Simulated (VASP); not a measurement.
Write the native input for VASP 6.6.1 that does the following.

* Task: single point
* Functional: BLYP
* Dispersion: D3(BJ)
* Potentials or basis: VASP PAW PBE potentials, release 64 (Pb_d, Te)
* Cutoff: 520 eV
* k mesh: 7 × 7 × 7
* Occupations: fermi-dirac, width 0.05 eV
* Spin: no spin polarisation
* Dipole correction: no
* Further INCAR settings: ALGO = Normal; EDIFF = 1e-06; NBANDS = 17

The structure of TePb lies in POSCAR:

```
TePb
1.0
    0.0000000000      3.2093147829      3.2093147829
    3.2093147829      0.0000000000      3.2093147829
    3.2093147829      3.2093147829      0.0000000000
Pb Te
1 1
Direct
    0.0000000000      0.0000000000      0.0000000000
    0.5000000000      0.5000000000      0.5000000000
```

One way to write it, as run:

INCAR

```
SYSTEM = TePb
PREC = Accurate
ENCUT = 520
EDIFF = 1E-6
ISMEAR = -1
SIGMA = 0.05
LREAL = .False.
LASPH = .True.
NELM = 80
ALGO = Normal
ISIF = 2
LWAVE = .False.
LCHARG = .True.
GGA = B5
ALDAX = 1.0
AGGAX = 1.0
AGGAC = 1.0
ALDAC = 0.0
IVDW = 12
VDW_S6 = 1.0
VDW_S8 = 2.6996
VDW_A1 = 0.4298
VDW_A2 = 4.2359
LELF = .True.
LVHAR = .True.
NBANDS = 17
```

KPOINTS

```
Automatic mesh
0
Gamma
  7 7 7
  0 0 0
```

Potentials or basis: VASP PAW PBE potentials, release 64 (Pb_d, Te).

The run is started by

```sh
$ cat potpaw_PBE.64/Pb_d/POTCAR potpaw_PBE.64/Te/POTCAR > POTCAR
$ mpirun -np 1 vasp_std > vasp.out
```

Results of the run:

* Pressure: 1.7 GPa
* Dispersion energy per atom: -0.982 eV

Caveat: the PAW data sets were made with another functional, which shifts forces and pressure a little.

Run time: 90 s on 1 thread of AMD EPYC 7R13, with other jobs on the host, peak memory 0.19 GiB.
